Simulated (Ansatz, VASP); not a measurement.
**Ti2C in VASP and in Ansatz**

The input INCAR:

```
SYSTEM = Ti2C
ALGO     = Normal         ! electronic algorithm
EDIFF    = 1E-7           ! SCF threshold, eV
ENCUT    = 520            ! plane-wave cutoff, eV
GGA      = PS             ! functional
ISIF     = 2              ! what is computed and relaxed
ISMEAR   = 0              ! smearing method
LASPH    = .TRUE.         ! aspherical terms in the spheres
LCHARG   = .FALSE.        ! write CHGCAR
LREAL    = .FALSE.        ! projectors in reciprocal space
LWAVE    = .FALSE.        ! write WAVECAR
NBANDS   = 21             ! bands
NELM     = 80             ! most SCF steps
PREC     = Accurate       ! precision mode
SIGMA    = 0.1            ! smearing width, eV
```

File KPOINTS:

```
k-points
0
G
  18 18 18
  0 0 0
```

File POSCAR:

```
Ti2C
1.0
    1.5406981810      0.8895225095      4.8137698526
   -1.5406981810      0.8895225095      4.8137698526
    0.0000000000     -1.7790450190      4.8137698526
Ti C
2 1
Direct
    0.2454978300      0.2454978300      0.2454978300
    0.7545021700      0.7545021700      0.7545021700
    0.5000000000      0.5000000000      0.5000000000
```

Input for Ansatz:

```yaml
crystal:
  lattice:
    - [1.540698181, 0.8895225095, 4.8137698526]
    - [-1.540698181, 0.8895225095, 4.8137698526]
    - [0.0, -1.779045019, 4.8137698526]
  atoms:
    - { symbol: Ti, position: [0.24549783, 0.24549783, 0.24549783] }
    - { symbol: Ti, position: [0.75450217, 0.75450217, 0.75450217] }
    - { symbol: C, position: [0.5, 0.5, 0.5] }
basis:
  ecutwfc: 420
kpoints:
  mp_grid: { grid: [18, 18, 18] }
hamiltonian:
  xc: pbesol
scf:
  occupations: { method: gaussian, width: 0.1 }
  mixing: { ndim: 1, algorithm: broyden }
  max_iter: 120
  lower_state_search: "off"
  initial_density: { chi_scale: 0, normalization: atom }
output:
  forces: true
  stress: true
  eigenvalues: true
```

Alike in both runs: task single point; functional PBEsol; k mesh 18 × 18 × 18; occupations gaussian, width 0.1 eV; no spin polarisation.

|  | VASP | Ansatz |
| --- | --- | --- |
| version | VASP 6.6.1 | Ansatz 0.2.0 |
| potentials or method | VASP PAW PBE potentials, release 64 (Ti_sv, C), cutoff 520 eV | scalar-relativistic, plane waves, PAW |
| valence electrons in the cell | 28 | 28 |

```tsv
	VASP	Ansatz	Ansatz less VASP
gap on the k mesh at the Fermi level (eV)	none	none	-
pressure (GPa)	-4.5	-4.7	-0.16
traceless stress, the component that is largest in VASP (GPa)	0.37	0.39	+0.025
rms of the force components (eV/Å)	0.082	0.094	+0.0120
```

VASP's potentials were made for PBE, not for PBEsol. Atom by atom the forces differ by 0.012 eV/Å (rms over components). A gap of «none» marks a metal or a gap that the smearing closes.
